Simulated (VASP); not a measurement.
# TlSbO2 (I4_1/amd) in VASP: single point with r2SCAN+rVV10

Aim: the single point of TlSbO2 with r2SCAN+rVV10.

Program: VASP 6.6.1. These are calculated values, not measurements. Logs are shortened: lines on timing, memory, paths and dates and some standing lists are left out, and cuts for length are marked.

## Step 1: The cell of the first run

Symmetry: I4_1/amd, No. 141, tetragonal system. The conventional cell has a = 5.033 Å, b = 5.033 Å, c = 10.765 Å, α = 90.00°, β = 90.00°, γ = 90.00°. Within 3.4 Å of Tl (site symmetry -4m2) lie 6 O at 2.56 to 3.15 Å. O (site symmetry 2mm) has 3 Sb at 2.23 to 2.56 Å and 2 Tl at 2.56 Å within 2.9 Å. Within 2.9 Å of Sb (site symmetry -4m2) lie 6 O at 2.23 to 2.56 Å.

## Step 2: Single point, r2SCAN+rVV10

Contents of POSCAR:

```
TlSbO2
1.0
   -2.5167002638      2.5167002638      5.3826890301
    2.5167002638     -2.5167002638      5.3826890301
    2.5167002638      2.5167002638     -5.3826890301
Tl O Sb
2 4 2
Direct
    0.7500000000      0.2500000000      0.5000000000
    0.0000000000      0.0000000000      0.0000000000
    0.4571855237     -0.0428144763      0.5000000000
    0.7071855237      0.7071855237      0.0000000000
    0.0428144763      0.5428144763      0.5000000000
    0.2928144763      0.2928144763      0.0000000000
    0.2500000000      0.7500000000      0.5000000000
    0.5000000000      0.5000000000      0.0000000000
```

Contents of INCAR.step1:

```
ALGO = Normal ; EDIFF = 1E-4
ENCUT = 520 ; GGA = PE
ISMEAR = -1 ; LASPH = T
LCHARG = F ; LREAL = F
LWAVE = T ; NBANDS = 40
NELM = 100 ; PREC = Accurate
SIGMA = 0.03
```

Contents of INCAR.step2:

```
ALGO = Normal ; BPARAM = 11.95
CPARAM = 0.0093 ; EDIFF = 1E-7
ENCUT = 520 ; ISIF = 2
ISMEAR = -1 ; ISTART = 1
IVDW_NL = 2 ; LASPH = T
LCHARG = T ; LELF = T
LMIXTAU = T ; LREAL = F
LUSE_VDW = T ; LVHAR = T
LWAVE = F ; METAGGA = R2SCAN
NBANDS = 40 ; NELM = 100
PREC = Accurate ; SIGMA = 0.03
```

Contents of KPOINTS:

```
k-points
0
Gamma
  8 8 8
```

Potentials or basis: VASP PAW PBE potentials, release 64 (Tl_d, O, Sb).

On the command line:

```console
$ cat potpaw_PBE.64/Tl_d/POTCAR potpaw_PBE.64/O/POTCAR potpaw_PBE.64/Sb/POTCAR > POTCAR
$ cp INCAR.step1 INCAR
$ mpirun -np 1 vasp_std > vasp.out
$ cp INCAR.step2 INCAR
$ mpirun -np 1 vasp_std > vasp.out
```

OUTCAR:

```text
BPARAM = 11.95
   EDIFF = 1E-7
   ENCUT = 520
   ISIF = 2
   ISMEAR = -1
   ISTART = 1
   IVDW_NL = 2
   LASPH = T
   LREAL = F
   METAGGA = R2SCAN
   NELM = 100
   PREC = Accurate

 ion  position               nearest neighbor table
   1  0.750  0.250  0.500-   6 2.56   4 2.56   6 2.56   4 2.56   7 3.56   7 3.56   7 3.56   7 3.56
                             8 3.68   8 3.68   2 3.68   2 3.68   8 3.68   8 3.68   2 3.68   2 3.68
   2  0.000  0.000  0.000-   5 2.56   3 2.56   5 2.56   3 2.56   8 3.56   8 3.56   8 3.56   8 3.56
                             1 3.68   7 3.68   1 3.68   1 3.68   7 3.68   7 3.68   7 3.68   1 3.68
   3  0.457  0.957  0.500-   7 2.23   8 2.56   2 2.56   2 2.56   8 2.56
   4  0.707  0.707  0.000-   8 2.23   1 2.56   7 2.56   1 2.56   7 2.56
   5  0.043  0.543  0.500-   7 2.23   2 2.56   8 2.56   2 2.56   8 2.56
   6  0.293  0.293  0.000-   8 2.23   7 2.56   1 2.56   7 2.56   1 2.56
   7  0.250  0.750  0.500-   3 2.23   5 2.23   4 2.56   6 2.56   6 2.56   4 2.56   1 3.56   1 3.56
                             1 3.56   1 3.56   8 3.68   8 3.68   2 3.68   2 3.68   2 3.68   8 3.68
   8  0.500  0.500  0.000-   4 2.23   6 2.23   5 2.56   3 2.56   5 2.56   3 2.56   2 3.56   2 3.56
                             2 3.56   2 3.56   1 3.68   7 3.68   7 3.68   1 3.68   7 3.68   7 3.68

  LATTYP: Found a body centered tetragonal cell.
 ALAT       =     5.0334005276
 C/A-ratio  =     2.1387882806

  Lattice vectors:

 A1 = (  -2.5167002638,   2.5167002638,   5.3826890301)
 A2 = (   2.5167002638,  -2.5167002638,   5.3826890301)
 A3 = (   2.5167002638,   2.5167002638,  -5.3826890301)

Analysis of symmetry for initial positions (statically):
=====================================================================
 Subroutine PRICEL returns:
 Original cell was already a primitive cell.

 Routine SETGRP: Setting up the symmetry group for a
 body centered tetragonal supercell.

 Subroutine GETGRP returns: Found 16 space group operations
 (whereof  8 operations were pure point group operations)
 out of a pool of 16 trial point group operations.

The static configuration has the point symmetry D_2d.
 The point group associated with its full space group is D_4h.

Analysis of symmetry for dynamics (positions and initial velocities):
=====================================================================
 Subroutine PRICEL returns:
 Original cell was already a primitive cell.

 Routine SETGRP: Setting up the symmetry group for a
 body centered tetragonal supercell.

 Subroutine GETGRP returns: Found 16 space group operations
 (whereof  8 operations were pure point group operations)
 out of a pool of 16 trial point group operations.

The dynamic configuration has the point symmetry D_2d.
 The point group associated with its full space group is D_4h.

 Subroutine INISYM returns: Found 16 space group operations
 (whereof  8 operations are pure point group operations),
 and found     1 'primitive' translations

----------------------------------------------------------------------------------------

                                     Primitive cell

  volume of cell :     136.3711

  direct lattice vectors                    reciprocal lattice vectors
    -2.516700264  2.516700264  5.382689030     0.000000000  0.198672844  0.092890375
     2.516700264 -2.516700264  5.382689030     0.198672844  0.000000000  0.092890375
     2.516700264  2.516700264 -5.382689030     0.198672844  0.198672844  0.000000000

  length of vectors
     6.452976184  6.452976184  6.452976184     0.219316030  0.219316030  0.280965831

  position of ions in fractional coordinates (direct lattice)
     0.750000000  0.250000000  0.500000000
     0.000000000  0.000000000  0.000000000
     0.457185524  0.957185524  0.500000000
     0.707185524  0.707185524  0.000000000
     0.042814476  0.542814476  0.500000000
     0.292814476  0.292814476  0.000000000
     0.250000000  0.750000000  0.500000000
     0.500000000  0.500000000  0.000000000

  ion indices of the primitive-cell ions
   primitive index   ion index
                 1           1
                 2           2
                 3           3
                 4           4
                 5           5
                 6           6
                 7           7
                 8           8

----------------------------------------------------------------------------------------

 KPOINTS: k-points

Automatic generation of k-mesh.
 Grid dimensions read from file:
 generate k-points for:    8    8    8

 Generating k-lattice:

  Cartesian coordinates                     Fractional coordinates (reciprocal lattice)
     0.000000000  0.024834106  0.011611297     0.125000000  0.000000000 -0.000000000
     0.024834106  0.000000000  0.011611297     0.000000000  0.125000000 -0.000000000
     0.024834106  0.024834106  0.000000000     0.000000000  0.000000000  0.125000000

  Length of vectors
     0.027414504  0.027414504  0.035120729

  Shift w.r.t. Gamma in fractional coordinates (k-lattice)
     0.000000000  0.000000000  0.000000000

 Subroutine IBZKPT returns following result:
 ===========================================

 Found     59 irreducible k-points:

 Following reciprocal coordinates:
            Coordinates               Weight
  0.000000  0.000000  0.000000      1.000000
  0.125000  0.000000  0.000000      8.000000
  0.250000  0.000000  0.000000      8.000000
  0.375000 -0.000000  0.000000      8.000000
  0.500000  0.000000  0.000000      4.000000
  0.125000  0.125000  0.000000      8.000000
[... 16 lines left out ...]
  0.250000  0.125000  0.125000     16.000000
  0.375000  0.125000  0.125000      8.000000
 [... further k-points ...]
   k-points           NKPTS =     59   k-points in BZ     NKDIM =     59   number of bands    NBANDS=     40
   number of dos      NEDOS =    301   number of ions     NIONS =      8
   total plane-waves  NPLWV = 110592
   dimension x,y,z NGX =    48 NGY =   48 NGZ =   48
   dimension x,y,z NGXF=    96 NGYF=   96 NGZF=   96
   ions per type =               2   4   2
   NGX,Y,Z   is equivalent  to a cutoff of  12.37, 12.37, 12.37 a.u.
   NGXF,Y,Z  is equivalent  to a cutoff of  24.73, 24.73, 24.73 a.u.
 SYSTEM =  unknown system
   PREC   = accura    normal or accurate (medium, high low for compatibility)
   ISTART =      1    job   : 0-new  1-cont  2-samecut
   ICHARG =      0    charge: 1-file 2-atom 10-const
   ISPIN  =      1    spin polarized calculation?
   LNONCOLLINEAR =      F non collinear calculations
   LSORBIT =      F    spin-orbit coupling
   LASPH  =      T    aspherical Exc in radial PAW
   ENCUT  =  520.0 eV  38.22 Ry    6.18 a.u.  12.00 12.00 12.00*2*pi/ulx,y,z
   NELM   =    100;   NELMIN=  2; NELMDL=  0     # of ELM steps
   EDIFF  = 0.1E-06   stopping-criterion for ELM
   LREAL  =      F    real-space projection
   EDIFFG = 0.1E-05   stopping-criterion for IOM
   NSW    =      0    number of steps for IOM
   IBRION =     -1    ionic relax: 0-MD 1-quasi-New 2-CG
   NFREE  =      0    steps in history (QN), initial steepest desc. (CG)
   ISIF   =      2    stress and relaxation
   ISYM   =      2    0-nonsym 1-usesym 2-fastsym
   POTIM  = 0.5000    time-step for ionic-motion
   TEBEG  =    0.0;   TEEND  =   0.0 temperature during run
   PSTRESS=    0.0 pullay stress
   NELECT =      60.0000    total number of electrons
   NUPDOWN=      -1.0000    fix difference up-down
   EMIN   =  10.00;   EMAX   =-10.00  energy-range for DOS
   EFERMI =   0.00;   METHOD = LEGACY
   ISMEAR =    -1;   SIGMA  =   0.03  broadening in eV -4-tet -1-fermi 0-gaus
   EFERMI_NEDOS =   21; number of points for ismear=-14 and -15
   IALGO  =     38    algorithm
   IMIX   =      4    mixing-type and parameters
     AMIX     =   0.40;   BMIX     =  1.00
     AMIX_MAG =   1.60;   BMIX_MAG =  1.00
  volume/ion in A,a.u.               =      17.05       115.03
  Fermi-wavevector in a.u.,A,eV,Ry     =   1.245139  2.352971 21.094079  1.550371
  Thomas-Fermi vector in A             =   2.379375
   LORBIT       =      0    0 simple, 1 ext, 2 COOP (PROOUT), +10 PAW based schemes
   METAGGA = R2SCAN    functional components
   LHFCALC =     F    Hartree Fock is set to
   AEXX    =    0.0000 exact exchange contribution
   IVDW_NL    =     2    kernel type
   BPARAM     =11.9500
   IVDW    =     0    specifies the selected vdW correction
   LEPSILON=     F    determine dielectric tensor
   LRPA    =     F    only Hartree local field effects (RPA)
 non-spin polarized calculation
  energy-cutoff  :      520.00
  volume of cell :      136.37
 maximum number of plane-waves:      3700
   NGX = 23   NGY = 23   NGZ = 23

 number of electron      60.0000012 magnetization

 Free energy of the ion-electron system (eV)
  ---------------------------------------------------
  ext. energy  EPLUGINS =         0.00000000
  ---------------------------------------------------
  free energy    TOTEN  =      -185.03320407 eV

  energy without entropy =     -185.03260141  energy(sigma->0) =     -185.03290274

 E-fermi :   6.9712     XC(G=0): -11.1357

 val. band max:        6.9185995067   @ k =   0.2500   0.2500   0.2500
 cond. band min:       7.0509885253   @ k =  -0.3750   0.3750   0.0000
 fundamental gap:      0.1323890186
 Fermi energy:         6.9711803585

 k-point     1 :       0.0000    0.0000    0.0000
  band No.  band energies     occupation
      1     -13.2070      2.00000
      2     -12.5249      2.00000
      3     -12.2680      2.00000
      4     -12.1779      2.00000
      5      -4.4895      2.00000
      6      -4.4695      2.00000
[... 32 lines left out ...]
     39      12.9407      0.00000
     40      13.3553      0.00000

 k-point     2 :       0.1250    0.0000    0.0000
  band No.  band energies     occupation
      1     -13.1703      2.00000
      2     -12.5328      2.00000
      3     -12.2801      2.00000
      4     -12.1793      2.00000
      5      -4.5400      2.00000
      6      -4.4772      2.00000
[... 32 lines left out ...]
     39      12.8797      0.00000
     40      14.2906      0.00000

 k-point     3 :       0.2500    0.0000    0.0000
  band No.  band energies     occupation
      1     -13.0694      2.00000
      2     -12.5511      2.00000
      3     -12.3345      2.00000
      4     -12.1711      2.00000
      5      -4.5618      2.00000
      6      -4.4914      2.00000
[... 32 lines left out ...]
     39      12.7491      0.00000
     40      14.2115      0.00000

 k-point     4 :       0.3750   -0.0000    0.0000
  band No.  band energies     occupation
      1     -12.9367      2.00000
      2     -12.5687      2.00000
      3     -12.4298      2.00000
      4     -12.1550      2.00000
      5      -4.5334      2.00000
      6      -4.5007      2.00000
[... 32 lines left out ...]
     39      12.5408      0.00000
     40      13.8541      0.00000
[... 772 lines left out ...]
     39      12.4731      0.00000
     40      13.6921      0.00000

 k-point    23 :       0.2500    0.1250    0.1250
  band No.  band energies     occupation
      1     -12.8307      2.00000
      2     -12.5429      2.00000
      3     -12.4043      2.00000
      4     -12.2487      2.00000
      5      -4.6415      2.00000
      6      -4.5095      2.00000
[... 32 lines left out ...]
     39      12.3252      0.00000
     40      13.6928      0.00000

 k-point    24 :       0.3750    0.1250    0.1250
  band No.  band energies     occupation
      1     -12.7534      2.00000
      2     -12.5353      2.00000
      3     -12.4747      2.00000
      4     -12.2469      2.00000
      5      -4.6142      2.00000
      6      -4.5508      2.00000
[... 32 lines left out ...]
     39      12.3864      0.00000
     40      13.7308      0.00000

 [... further k-points ...]

------------------------ aborting loop because EDIFF is reached ----------------------------------------

  FORCE on cell =-STRESS in cart. coord.  units (eV):
  Direction    XX          YY          ZZ          XY          YZ          ZX
  --------------------------------------------------------------------------------------
  -------------------------------------------------------------------------------------
  Total        0.0020096      0.0020096     -0.2076878      0.0000000      0.0000000      0.0000000
  in kB        0.0236102      0.0236102     -2.4400529      0.0000000      0.0000000      0.0000000
  external PRESSURE =      -0.7976109 kB  Pullay stress =       0.0000000 kB

 VOLUME and BASIS-vectors are now :
 -----------------------------------------------------------------------------
  energy-cutoff  :      520.00
  volume of cell :      136.37
      direct lattice vectors                 reciprocal lattice vectors
    -2.516700264  2.516700264  5.382689030     0.000000000  0.198672844  0.092890375
     2.516700264 -2.516700264  5.382689030     0.198672844  0.000000000  0.092890375
     2.516700264  2.516700264 -5.382689030     0.198672844  0.198672844  0.000000000

 POSITION                                       TOTAL-FORCE (eV/Angst)
 -----------------------------------------------------------------------------------
      0.00000      2.51670      2.69134         0.000000      0.000000      0.000000
      0.00000      0.00000      0.00000         0.000000      0.000000     -0.000000
      2.51670      0.00000      4.92178        -0.000000     -0.000000     -0.030527
      0.00000      0.00000      7.61312        -0.000000     -0.000000     -0.030527
      2.51670      0.00000      0.46091        -0.000000     -0.000000      0.030527
      0.00000      0.00000      3.15226         0.000000      0.000000      0.030527
      2.51670      0.00000      2.69134         0.000000      0.000000     -0.000000
      0.00000      0.00000      5.38269         0.000000      0.000000      0.000000
 -----------------------------------------------------------------------------------
    total drift:                               -0.000000     -0.000000      0.000000

  FREE ENERGIE OF THE ION-ELECTRON SYSTEM (eV)
  ---------------------------------------------------
  free  energy   TOTEN  =      -185.0332040746 eV

  energy  without entropy=     -185.0326014075  energy(sigma->0) =     -185.03290274
```

It took 24 min on 1 thread of AMD EPYC 9R45 (Zen 5), shared host; peak memory 0.89 GiB.

Results:

* Free energy: -185.0332 eV
* Pressure: -0.1 GPa
* Largest force: 0.031 eV/Å
* Band gap on the k mesh: 0.13 eV (least direct gap 0.19 eV)

Forces on the atoms (eV/Å):
```
Tl   0.000  0.000  0.000
Tl   0.000  0.000  0.000
O    0.000  0.000 -0.031
O    0.000  0.000 -0.031
O    0.000  0.000  0.031
O    0.000  0.000  0.031
Sb   0.000  0.000  0.000
Sb   0.000  0.000  0.000
```

Caveat: the PAW data sets were made with another functional, which shifts forces and pressure a little; spin-orbit coupling is left out, which moves the levels of the heavy elements. A k mesh can miss the band edges.
